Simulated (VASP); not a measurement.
# Ge4P: single point with PBE

Crystal: Ge4P.

```xyz
5
Lattice="-3.0259 3.0259 3.0259 3.0259 -3.0259 3.0259 3.0259 3.0259 -3.0259" Properties=species:S:1:pos:R:3 pbc="T T T"
Ge    1.4056    1.4056    1.4056
Ge    1.6203    1.6203   -1.6203
Ge    1.6203   -1.6203    1.6203
Ge   -1.6203    1.6203    1.6203
P     0.0000    0.0000    0.0000
```

The cell was generated, and may not be a known phase.

```yaml
Program: VASP 6.6.1
Task: single point
Functional: PBE
Potentials_or_basis: VASP PAW PBE potentials, release 64 (Ge_d, P)
Cutoff: 520 eV
k_mesh: 4 × 4 × 4
Occupations: gaussian, width 0.1 eV
Spin: no spin polarisation
```

```json
{
 "Pressure": "0.0 GPa",
 "Largest force": "0.004 eV/Å",
 "Band gap on the k mesh": "zero (an odd number of electrons rules out a gap without spin polarisation)"
}
```

Forces on the atoms (eV/Å):
```
Ge  -0.002 -0.002 -0.002
Ge   0.002  0.002 -0.002
Ge   0.002 -0.002  0.002
Ge  -0.002  0.002  0.002
P    0.000  0.000  0.000
```

Levels at points of the mesh, in eV from the Fermi level:
```tsv
k point	band 27	band 28	band 29	band 30	band 31	band 32	band 33	band 34
(0.00, 0.00, 0.00)	-5.37	-5.37	-2.07	-2.07	-2.07	2.44	2.44	3.06
(0.50, 0.00, 0.00)	-1.77	-1.39	-1.12	-0.70	-0.42	0.46	0.87	1.57
(0.50, 0.50, 0.50)	-3.64	-1.02	-1.02	-1.02	-0.10	-0.10	-0.10	1.96
```

It took 82 s on 1 thread of Oxide Virtual Turin-like Processor (shared host), peak memory 0.18 GiB.

Caveat: the k points lie up to 0.37 Å⁻¹ apart, too coarse for converged energies and pressures of a metal; an odd number of electrons without spin polarisation forces a metal; a magnetic or distorted state may lie lower.
